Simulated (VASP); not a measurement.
# W (Im-3m) in VASP: a series of runs

Runs on W. Level: LDA. Tasks: single point.

Everything below comes from runs of VASP 6.6.1. Logs are shortened: lines on timing, memory, paths and dates and some standing lists are left out, and cuts for length are marked.

## (1) The cell of the first run

Symmetry: Im-3m, No. 229, cubic system. Conventional cell: a = 3.135 Å, b = 3.135 Å, c = 3.135 Å, α = 90.00°, β = 90.00°, γ = 90.00°. Within 3.6 Å of W (site symmetry m-3m) lie 14 W at 2.72 to 3.14 Å.

## (2) Single point, LDA

INCAR reads:

```
SYSTEM = W
PREC = Accurate ; ENCUT = 520
EDIFF = 1E-6 ; ISMEAR = 0
SIGMA = 0.1 ; LREAL = .False.
LASPH = .True. ; NELM = 100
ALGO = Normal ; ISIF = 2
LWAVE = .False. ; LCHARG = .False.
NBANDS = 13
```

KPOINTS reads:

```
regular mesh
0
Gamma
  14 14 14
  0 0 0
```

POSCAR reads:

```
W
1.0
   -1.5676867250      1.5676867250      1.5676867250
    1.5676867250     -1.5676867250      1.5676867250
    1.5676867250      1.5676867250     -1.5676867250
W
1
Direct
    0.0000000000      0.0000000000      0.0000000000
```

Potentials or basis: VASP PAW LDA potentials, release 64 (W_sv).

Launch:

```sh
$ cat potpaw_LDA.64/W_sv/POTCAR > POTCAR
$ mpirun -np 1 vasp_std > vasp.out
```

OUTCAR:

```text
SYSTEM = W
   PREC = Accurate
   ENCUT = 520
   EDIFF = 1E-6
   ISMEAR = 0
   LREAL = .False.
   LASPH = .True.
   NELM = 100
   ISIF = 2

 ion  position               nearest neighbor table
   1  0.000  0.000  0.000-

  LATTYP: Found a body centered cubic cell.
 ALAT       =     3.1353734500

  Lattice vectors:

 A1 = (  -1.5676867250,   1.5676867250,   1.5676867250)
 A2 = (   1.5676867250,  -1.5676867250,   1.5676867250)
 A3 = (   1.5676867250,   1.5676867250,  -1.5676867250)

Analysis of symmetry for initial positions (statically):
=====================================================================
 Subroutine PRICEL returns:
 Original cell was already a primitive cell.

 Routine SETGRP: Setting up the symmetry group for a
 body centered cubic supercell.

 Subroutine GETGRP returns: Found 48 space group operations
 (whereof 48 operations were pure point group operations)
 out of a pool of 48 trial point group operations.

The static configuration has the point symmetry O_h .

Analysis of symmetry for dynamics (positions and initial velocities):
=====================================================================
 Subroutine PRICEL returns:
 Original cell was already a primitive cell.

 Routine SETGRP: Setting up the symmetry group for a
 body centered cubic supercell.

 Subroutine GETGRP returns: Found 48 space group operations
 (whereof 48 operations were pure point group operations)
 out of a pool of 48 trial point group operations.

The dynamic configuration has the point symmetry O_h .

 Subroutine INISYM returns: Found 48 space group operations
 (whereof 48 operations are pure point group operations),
 and found     1 'primitive' translations

----------------------------------------------------------------------------------------

                                     Primitive cell

  volume of cell :      15.4112

  direct lattice vectors                    reciprocal lattice vectors
    -1.567686725  1.567686725  1.567686725     0.000000000  0.318941273  0.318941273
     1.567686725 -1.567686725  1.567686725     0.318941273  0.000000000  0.318941273
     1.567686725  1.567686725 -1.567686725     0.318941273  0.318941273  0.000000000

  length of vectors
     2.715313058  2.715313058  2.715313058     0.451051074  0.451051074  0.451051074

  position of ions in fractional coordinates (direct lattice)
     0.000000000  0.000000000  0.000000000

  ion indices of the primitive-cell ions
[... 81 lines left out ...]
   ISYM   =      2    0-nonsym 1-usesym 2-fastsym
   POTIM  = 0.5000    time-step for ionic-motion
   TEBEG  =    0.0;   TEEND  =   0.0 temperature during run
   PSTRESS=    0.0 pullay stress
   NELECT =      14.0000    total number of electrons
   NUPDOWN=      -1.0000    fix difference up-down
   EMIN   =  10.00;   EMAX   =-10.00  energy-range for DOS
   EFERMI =   0.00;   METHOD = LEGACY
   ISMEAR =     0;   SIGMA  =   0.10  broadening in eV -4-tet -1-fermi 0-gaus
   EFERMI_NEDOS =   21; number of points for ismear=-14 and -15
   IALGO  =     38    algorithm
   IMIX   =      4    mixing-type and parameters
     AMIX     =   0.40;   BMIX     =  1.00
     AMIX_MAG =   1.60;   BMIX_MAG =  1.00
  volume/ion in A,a.u.               =      15.41       104.00
  Fermi-wavevector in a.u.,A,eV,Ry     =   1.585519  2.996197 34.203303  2.513872
  Thomas-Fermi vector in A             =   2.684971
   LORBIT       =      0    0 simple, 1 ext, 2 COOP (PROOUT), +10 PAW based schemes
   GGA     = CA    functional components
   LHFCALC =     F    Hartree Fock is set to
   AEXX    =    0.0000 exact exchange contribution
   IVDW    =     0    specifies the selected vdW correction
   LEPSILON=     F    determine dielectric tensor
   LRPA    =     F    only Hartree local field effects (RPA)
 non-spin polarized calculation
 Gauss-broadening in eV      SIGMA  =   0.10
  energy-cutoff  :      520.00
  volume of cell :       15.41
 maximum number of plane-waves:       432
   NGX =  9   NGY =  9   NGZ =  9

 number of electron      14.0000004 magnetization

 Free energy of the ion-electron system (eV)
  ---------------------------------------------------
  ext. energy  EPLUGINS =         0.00000000
  ---------------------------------------------------
  free energy    TOTEN  =       -14.09666810 eV

  energy without entropy =      -14.09142626  energy(sigma->0) =      -14.09404718

 E-fermi :  11.8763     XC(G=0): -13.9881

 val. band max:       11.8720687001   @ k =   0.4286   0.0714   0.0714
 cond. band min:      11.9077822216   @ k =  -0.4286   0.4286   0.2857
 fundamental gap:      0.0357135215
 Fermi energy:        11.8763052841

 k-point     1 :       0.0000    0.0000    0.0000
  band No.  band energies     occupation
      1     -61.9777      2.00000
      2     -25.7406      2.00000
      3     -25.7406      2.00000
      4     -25.7406      2.00000
      5       2.0362      2.00000
      6      10.4253      2.00000
      7      10.4253      2.00000
      8      10.4253      2.00000
      9      13.9894      0.00000
     10      13.9894      0.00000
     11      26.3712      0.00000
     12      26.3712      0.00000
     13      26.3712      0.00000
[... 354 lines left out ...]
  band No.  band energies     occupation
      1     -61.8023      2.00000
      2     -26.8463      2.00000
      3     -26.6274      2.00000
      4     -25.9216      2.00000
      5       7.1505      2.00000
      6       8.6799      2.00000
      7       9.4491      2.00000
      8      14.2649      0.00000
      9      14.8951      0.00000
     10      20.3999      0.00000
     11      22.3662      0.00000
     12      24.4534      0.00000
     13      29.2804      0.00000

 [... further k-points ...]

------------------------ aborting loop because EDIFF is reached ----------------------------------------

  FORCE on cell =-STRESS in cart. coord.  units (eV):
  Direction    XX          YY          ZZ          XY          YZ          ZX
  --------------------------------------------------------------------------------------
  -------------------------------------------------------------------------------------
  Total        0.1797604      0.1797604      0.1797604      0.0000000      0.0000000      0.0000000
  in kB       18.6881750     18.6881750     18.6881750      0.0000000      0.0000000      0.0000000
  external PRESSURE =      18.6881750 kB  Pullay stress =       0.0000000 kB

 VOLUME and BASIS-vectors are now :
 -----------------------------------------------------------------------------
  energy-cutoff  :      520.00
  volume of cell :       15.41
      direct lattice vectors                 reciprocal lattice vectors
    -1.567686725  1.567686725  1.567686725     0.000000000  0.318941273  0.318941273
     1.567686725 -1.567686725  1.567686725     0.318941273  0.000000000  0.318941273
     1.567686725  1.567686725 -1.567686725     0.318941273  0.318941273  0.000000000

 POSITION                                       TOTAL-FORCE (eV/Angst)
 -----------------------------------------------------------------------------------
      0.00000      0.00000      0.00000         0.000000      0.000000      0.000000
 -----------------------------------------------------------------------------------
    total drift:                                0.000000     -0.000000      0.000000

  FREE ENERGIE OF THE ION-ELECTRON SYSTEM (eV)
  ---------------------------------------------------
  free  energy   TOTEN  =       -14.0966681009 eV

  energy  without entropy=      -14.0914262559  energy(sigma->0) =      -14.09404718
```

stdout:

```text
POSCAR found type information on POSCAR W
 POSCAR found :  1 types and       1 ions
 scaLAPACK will be used
 LDA part: xc-table for (Slater(with rela. corr.)+CA(PZ))
 , standard interpolation
 POSCAR, INCAR and KPOINTS ok, starting setup
 FFT: planning ... GRIDC
 FFT: planning ... GRID_SOFT
 FFT: planning ... GRID
 WAVECAR not read
 entering main loop
```

Run time: 9.5 s. Hardware: 1 thread of AMD EPYC 9R45 (Zen 5), shared host; peak memory 0.1 GiB.

What came out:

| Item | Value |
| --- | --- |
| Free energy | -14.0967 eV |
| Pressure | 1.9 GPa |
| Band gap on the k mesh | zero (band 7 reaches 17.09 eV, above the bottom of band 8 at 10.43 eV) |

Caveat: spin-orbit coupling is left out, which moves the levels of the heavy elements.

## (3) Single point, LDA

INCAR reads:

```
PREC     = Accurate       # precision mode
ENCUT    = 520            # plane-wave cutoff, eV
EDIFF    = 1E-6           # SCF threshold, eV
ISMEAR   = 0              # smearing method
SIGMA    = 0.2            # smearing width, eV
LREAL    = F              # projectors in reciprocal space
LASPH    = T              # aspherical terms in the spheres
NELM     = 100            # most SCF steps
ALGO     = Normal         # electronic algorithm
ISIF     = 2              # what is computed and relaxed
LWAVE    = F              # write WAVECAR
LCHARG   = T              # write CHGCAR
GGA      = CA             # functional
LELF     = T              # ELF
LVHAR    = T            
NBANDS   = 13             # bands
```

KPOINTS reads:

```
Automatic mesh
0
Gamma
  14 14 14
```

POSCAR is that of step 2.

Potentials or basis: VASP PAW LDA potentials, release 64 (W_sv).

Launch:

```sh
$ cat potpaw_LDA.64/W_sv/POTCAR > POTCAR
$ mpirun -np 1 vasp_std > vasp.out
```

OUTCAR:

```text
PREC = Accurate
   ENCUT = 520
   EDIFF = 1E-6
   ISMEAR = 0
   LREAL = F
   LASPH = T
   NELM = 100
   ISIF = 2
   GGA = CA

 ion  position               nearest neighbor table
   1  0.000  0.000  0.000-

  LATTYP: Found a body centered cubic cell.
 ALAT       =     3.1353734500

  Lattice vectors:

 A1 = (  -1.5676867250,   1.5676867250,   1.5676867250)
 A2 = (   1.5676867250,  -1.5676867250,   1.5676867250)
 A3 = (   1.5676867250,   1.5676867250,  -1.5676867250)

Analysis of symmetry for initial positions (statically):
=====================================================================
 Subroutine PRICEL returns:
 Original cell was already a primitive cell.

 Routine SETGRP: Setting up the symmetry group for a
 body centered cubic supercell.

 Subroutine GETGRP returns: Found 48 space group operations
 (whereof 48 operations were pure point group operations)
 out of a pool of 48 trial point group operations.

The static configuration has the point symmetry O_h .

Analysis of symmetry for dynamics (positions and initial velocities):
=====================================================================
 Subroutine PRICEL returns:
 Original cell was already a primitive cell.

 Routine SETGRP: Setting up the symmetry group for a
 body centered cubic supercell.

 Subroutine GETGRP returns: Found 48 space group operations
 (whereof 48 operations were pure point group operations)
 out of a pool of 48 trial point group operations.

The dynamic configuration has the point symmetry O_h .

 Subroutine INISYM returns: Found 48 space group operations
 (whereof 48 operations are pure point group operations),
 and found     1 'primitive' translations

----------------------------------------------------------------------------------------

                                     Primitive cell

  volume of cell :      15.4112

  direct lattice vectors                    reciprocal lattice vectors
    -1.567686725  1.567686725  1.567686725     0.000000000  0.318941273  0.318941273
     1.567686725 -1.567686725  1.567686725     0.318941273  0.000000000  0.318941273
     1.567686725  1.567686725 -1.567686725     0.318941273  0.318941273  0.000000000

  length of vectors
     2.715313058  2.715313058  2.715313058     0.451051074  0.451051074  0.451051074

  position of ions in fractional coordinates (direct lattice)
     0.000000000  0.000000000  0.000000000

  ion indices of the primitive-cell ions
   primitive index   ion index
                 1           1

----------------------------------------------------------------------------------------

 KPOINTS: Automatic mesh

Automatic generation of k-mesh.
 Grid dimensions read from file:
 generate k-points for:   14   14   14

 Generating k-lattice:

  Cartesian coordinates                     Fractional coordinates (reciprocal lattice)
     0.000000000  0.022781520  0.022781520     0.071428571  0.000000000  0.000000000
     0.022781520  0.000000000  0.022781520     0.000000000  0.071428571  0.000000000
     0.022781520  0.022781520  0.000000000     0.000000000  0.000000000  0.071428571

  Length of vectors
     0.032217934  0.032217934  0.032217934

  Shift w.r.t. Gamma in fractional coordinates (k-lattice)
     0.000000000  0.000000000  0.000000000

 Subroutine IBZKPT returns following result:
 ===========================================

 Found    104 irreducible k-points:

 Following reciprocal coordinates:
            Coordinates               Weight
  0.000000  0.000000  0.000000      1.000000
  0.071429  0.000000  0.000000     12.000000
  0.142857  0.000000  0.000000     12.000000
  0.214286  0.000000  0.000000     12.000000
  0.285714  0.000000  0.000000     12.000000
  0.357143  0.000000  0.000000     12.000000
[... 16 lines left out ...]
  0.285714  0.285714  0.000000     24.000000
  0.357143  0.285714  0.000000     24.000000
 [... further k-points ...]
   k-points           NKPTS =    104   k-points in BZ     NKDIM =    104   number of bands    NBANDS=     13
   number of dos      NEDOS =    301   number of ions     NIONS =      1
   total plane-waves  NPLWV =   8000
   dimension x,y,z NGX =    20 NGY =   20 NGZ =   20
   dimension x,y,z NGXF=    40 NGYF=   40 NGZF=   40
   ions per type =               1
   NGX,Y,Z   is equivalent  to a cutoff of  12.25, 12.25, 12.25 a.u.
   NGXF,Y,Z  is equivalent  to a cutoff of  24.49, 24.49, 24.49 a.u.
 SYSTEM =  unknown system
   PREC   = accura    normal or accurate (medium, high low for compatibility)
   ISTART =      0    job   : 0-new  1-cont  2-samecut
   ICHARG =      2    charge: 1-file 2-atom 10-const
   ISPIN  =      1    spin polarized calculation?
   LNONCOLLINEAR =      F non collinear calculations
   LSORBIT =      F    spin-orbit coupling
   LASPH  =      T    aspherical Exc in radial PAW
   ENCUT  =  520.0 eV  38.22 Ry    6.18 a.u.   5.05  5.05  5.05*2*pi/ulx,y,z
   NELM   =    100;   NELMIN=  2; NELMDL= -5     # of ELM steps
   EDIFF  = 0.1E-05   stopping-criterion for ELM
   LREAL  =      F    real-space projection
   EDIFFG = 0.1E-04   stopping-criterion for IOM
   NSW    =      0    number of steps for IOM
   IBRION =     -1    ionic relax: 0-MD 1-quasi-New 2-CG
   NFREE  =      0    steps in history (QN), initial steepest desc. (CG)
   ISIF   =      2    stress and relaxation
   ISYM   =      2    0-nonsym 1-usesym 2-fastsym
   POTIM  = 0.5000    time-step for ionic-motion
   TEBEG  =    0.0;   TEEND  =   0.0 temperature during run
   PSTRESS=    0.0 pullay stress
   NELECT =      14.0000    total number of electrons
   NUPDOWN=      -1.0000    fix difference up-down
   EMIN   =  10.00;   EMAX   =-10.00  energy-range for DOS
   EFERMI =   0.00;   METHOD = LEGACY
   ISMEAR =     0;   SIGMA  =   0.20  broadening in eV -4-tet -1-fermi 0-gaus
   EFERMI_NEDOS =   21; number of points for ismear=-14 and -15
   IALGO  =     38    algorithm
   IMIX   =      4    mixing-type and parameters
     AMIX     =   0.40;   BMIX     =  1.00
     AMIX_MAG =   1.60;   BMIX_MAG =  1.00
  volume/ion in A,a.u.               =      15.41       104.00
  Fermi-wavevector in a.u.,A,eV,Ry     =   1.585519  2.996197 34.203303  2.513872
  Thomas-Fermi vector in A             =   2.684971
   LORBIT       =      0    0 simple, 1 ext, 2 COOP (PROOUT), +10 PAW based schemes
   GGA     = CA    functional components
   LHFCALC =     F    Hartree Fock is set to
   AEXX    =    0.0000 exact exchange contribution
   IVDW    =     0    specifies the selected vdW correction
   LEPSILON=     F    determine dielectric tensor
   LRPA    =     F    only Hartree local field effects (RPA)
 non-spin polarized calculation
 Gauss-broadening in eV      SIGMA  =   0.20
  energy-cutoff  :      520.00
  volume of cell :       15.41
 maximum number of plane-waves:       432
   NGX =  9   NGY =  9   NGZ =  9

 number of electron      14.0000004 magnetization

 Free energy of the ion-electron system (eV)
  ---------------------------------------------------
  ext. energy  EPLUGINS =         0.00000000
  ---------------------------------------------------
  free energy    TOTEN  =       -14.10294685 eV

  energy without entropy =      -14.08865861  energy(sigma->0) =      -14.09580273

 E-fermi :  11.8476     XC(G=0): -13.9882

 val. band max:       11.8467290249   @ k =  -0.4286   0.5000   0.2857
 cond. band min:      11.8670455498   @ k =   0.5000   0.5000   0.2857
 fundamental gap:      0.0203165249
 Fermi energy:        11.8475654447

 k-point     1 :       0.0000    0.0000    0.0000
  band No.  band energies     occupation
      1     -61.9782      2.00000
      2     -25.7411      2.00000
      3     -25.7411      2.00000
      4     -25.7411      2.00000
      5       2.0363      2.00000
      6      10.4247      2.00000
      7      10.4247      2.00000
      8      10.4247      2.00000
      9      13.9893      0.00000
     10      13.9893      0.00000
     11      26.3713      0.00000
     12      26.3713      0.00000
     13      26.3713      0.00000
[... 353 lines left out ...]
 k-point    24 :       0.3571    0.2857    0.0000
  band No.  band energies     occupation
      1     -61.8028      2.00000
      2     -26.8468      2.00000
      3     -26.6279      2.00000
      4     -25.9221      2.00000
      5       7.1501      2.00000
      6       8.6798      2.00000
      7       9.4491      2.00000
      8      14.2645      0.00000
      9      14.8947      0.00000
     10      20.3996      0.00000
     11      22.3659      0.00000
     12      24.4533      0.00000
     13      29.2804      0.00000

 [... further k-points ...]

------------------------ aborting loop because EDIFF is reached ----------------------------------------

  FORCE on cell =-STRESS in cart. coord.  units (eV):
  Direction    XX          YY          ZZ          XY          YZ          ZX
  --------------------------------------------------------------------------------------
  -------------------------------------------------------------------------------------
  Total        0.1866714      0.1866714      0.1866714      0.0000000      0.0000000      0.0000000
  in kB       19.4066484     19.4066484     19.4066484      0.0000000      0.0000000      0.0000000
  external PRESSURE =      19.4066484 kB  Pullay stress =       0.0000000 kB

 VOLUME and BASIS-vectors are now :
 -----------------------------------------------------------------------------
  energy-cutoff  :      520.00
  volume of cell :       15.41
      direct lattice vectors                 reciprocal lattice vectors
    -1.567686725  1.567686725  1.567686725     0.000000000  0.318941273  0.318941273
     1.567686725 -1.567686725  1.567686725     0.318941273  0.000000000  0.318941273
     1.567686725  1.567686725 -1.567686725     0.318941273  0.318941273  0.000000000

 POSITION                                       TOTAL-FORCE (eV/Angst)
 -----------------------------------------------------------------------------------
      0.00000      0.00000      0.00000         0.000000     -0.000000     -0.000000
 -----------------------------------------------------------------------------------
    total drift:                                0.000000     -0.000000      0.000000

  FREE ENERGIE OF THE ION-ELECTRON SYSTEM (eV)
  ---------------------------------------------------
  free  energy   TOTEN  =       -14.1029468491 eV

  energy  without entropy=      -14.0886586064  energy(sigma->0) =      -14.09580273
```

It took 9.7 s on 1 thread of AMD EPYC 9R45 (Zen 5), shared host; peak memory 0.1 GiB.

What came out:

| Item | Value |
| --- | --- |
| Free energy | -14.1029 eV |
| Pressure | 1.9 GPa |
| Band gap on the k mesh | zero (band 7 reaches 17.09 eV, above the bottom of band 8 at 10.42 eV) |

Caveat: spin-orbit coupling is left out, which moves the levels of the heavy elements.
